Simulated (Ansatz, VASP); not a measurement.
## V3F: VASP beside Ansatz

```xyz
8
Lattice="5.2404 0.0000 0.0000 -2.6202 4.5383 0.0000 0.0000 0.0000 4.2062" Properties=species:S:1:pos:R:3 pbc="T T T"
V     2.6202    3.0225    1.0516
V    -1.3075    3.7804    3.1547
V     1.3127    0.7579    1.0516
V     0.0000    1.5158    3.1547
V     3.9277    0.7579    1.0516
V     1.3075    3.7804    3.1547
F     0.0000    3.0255    1.0516
F     2.6202    1.5128    3.1547
```

Alike in both runs: task single point; functional PBE; k mesh 6 × 6 × 4; occupations gaussian, width 0.1 eV; collinear spin.

|  | VASP | Ansatz |
| --- | --- | --- |
| version | VASP 6.6.1 | Ansatz 0.2.0 |
| potentials or method | VASP PAW PBE potentials, release 64 (V_sv, F), cutoff 520 eV | scalar-relativistic, plane waves, PAW |
| valence electrons in the cell | 92 | 92 |

Ansatz gave:

```
gap on the k mesh at the Fermi level (eV)                     : none
pressure (GPa)                                                : 4.6
traceless stress, the component that is largest in VASP (GPa) : 1.02
rms of the force components (eV/Å)                            : 0.565
net moment per atom (μB)                                      : 0.00
```

Question: What did VASP give for the same quantities?

Answer: gap on the k mesh at the Fermi level (eV): none; pressure (GPa): 4.7; traceless stress, the component that is largest in VASP (GPa): 1.04; rms of the force components (eV/Å): 0.563; net moment per atom (μB): 0.00.

Atom by atom the forces differ by 0.002 eV/Å (rms over components). A gap of «none» marks a metal or a gap that the smearing closes. Ansatz's warnings: seeded moment not kept.

The k mesh is coarse, so the values compare programs but aren't converged.
